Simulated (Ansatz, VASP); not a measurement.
Two plane-wave programs on CdF2

```
Cd F
1.0
     0.00000    2.65759    2.65759
     2.65759    0.00000    2.65759
     2.65759    2.65759    0.00000
Cd F
1 2
Cartesian
  0.0000 0.0000 0.0000
  3.9864 3.9864 3.9864
  1.3288 1.3288 1.3288
```

Alike in both runs: task single point; functional LDA; k mesh 9 × 9 × 9; occupations fermi-dirac, width 0.05 eV; no spin polarisation.

|  | VASP | Ansatz |
| --- | --- | --- |
| version | VASP 6.6.1 | Ansatz 0.2.0 |
| potentials or method | VASP PAW LDA potentials, release 64 (Cd_sv_GW, F) | Ansatz PAW |
| plane-wave cutoff (eV) | 600 | 420 |
| valence electrons in the cell | 34 | 34 |

|  | VASP | Ansatz | Ansatz less VASP |
| --- | --- | --- | --- |
| gap on the k mesh at the Fermi level (eV) | 2.99 | 2.99 | -0.001 |
| least direct gap on the mesh (eV) | 3.38 | 3.38 | -0.006 |
| pressure (GPa) | -1.8 | -1.2 | +0.56 |

LDA's correlation is that of Perdew and Zunger in VASP and of Perdew and Wang (1992) in Ansatz.

Noted on Ansatz's run: odd divisions of the mesh miss points on the zone boundary, where band edges often lie, so the gap on the mesh can be too wide.
